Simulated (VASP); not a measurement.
Set up this calculation in VASP 6.6.1, as the native input.

| Item | Value |
| --- | --- |
| Task | single point |
| Functional | r2SCAN |
| Potentials or basis | VASP PAW PBE potentials, release 64 (Ti_sv, O) |
| Cutoff | 660 eV |
| k mesh | 9 × 9 × 5 |
| Occupations | gaussian, width 0.4 eV |
| Spin | no spin polarisation |
| Dipole correction | no |
| Further INCAR settings | ALGO = Normal; EDIFF = 1e-06; NBANDS = 22 |

Crystal: Ti2O.

```
CELL_PARAMETERS angstrom
2.91940 0.00000 0.00000
-1.45970 2.52827 0.00000
0.00000 0.00000 4.71300
ATOMIC_POSITIONS crystal
Ti 0.66667 0.33333 0.27874
Ti 0.33333 0.66667 0.72126
O 0.00000 0.00000 0.00000
```

One way to write it, as run:

POSCAR

```
Ti2O
1.0
    2.9193980238      0.0000000000      0.0000000000
   -1.4596990119      2.5282728524      0.0000000000
    0.0000000000      0.0000000000      4.7130000000
Ti O
2 1
Direct
    0.6666666667      0.3333333333      0.2787400000
    0.3333333333      0.6666666667      0.7212600000
    0.0000000000      0.0000000000      0.0000000000
```

INCAR.step1

```
SYSTEM = Ti2O
PREC = Accurate
ENCUT = 660
ISMEAR = 0
SIGMA = 0.4
LREAL = .FALSE.
LASPH = .TRUE.
NELM = 120
NBANDS = 22
GGA = PE
ALGO = Normal
EDIFF = 1E-5
LWAVE = .TRUE.
LCHARG = .FALSE.
GGA_COMPAT = .FALSE.
```

INCAR.step2

```
SYSTEM = Ti2O
PREC = Accurate
ENCUT = 660
EDIFF = 1E-6
ISMEAR = 0
SIGMA = 0.4
LREAL = .FALSE.
LASPH = .TRUE.
NELM = 120
ALGO = Normal
ISIF = 2
LWAVE = .FALSE.
LCHARG = .FALSE.
METAGGA = R2SCAN
LMIXTAU = .TRUE.
NBANDS = 22
ISTART = 1
GGA_COMPAT = .FALSE.
```

KPOINTS

```
Automatic mesh
0
G
  9 9 5
  0 0 0
```

Potentials or basis: VASP PAW PBE potentials, release 64 (Ti_sv, O).

Launch:

```bash
$ cat potpaw_PBE.64/Ti_sv/POTCAR potpaw_PBE.64/O/POTCAR > POTCAR
$ cp INCAR.step1 INCAR
$ mpirun -np 1 vasp_std > vasp.out
$ cp INCAR.step2 INCAR
$ mpirun -np 1 vasp_std > vasp.out
```

Results of the run:

The pressure is 10.1 GPa and the largest force is 1.053 eV/Å. The band gap on the k mesh is zero (bands 15 and 16 overlap by 0.72 eV).

Caveat: the cell stands under pressure; so wide a smearing shifts energies and pressures; the PAW data sets were made with another functional, which shifts forces and pressure a little.

Wall time 3.5 min on 1 thread of Intel Xeon 8259CL (shared host), peak memory 0.2 GiB.
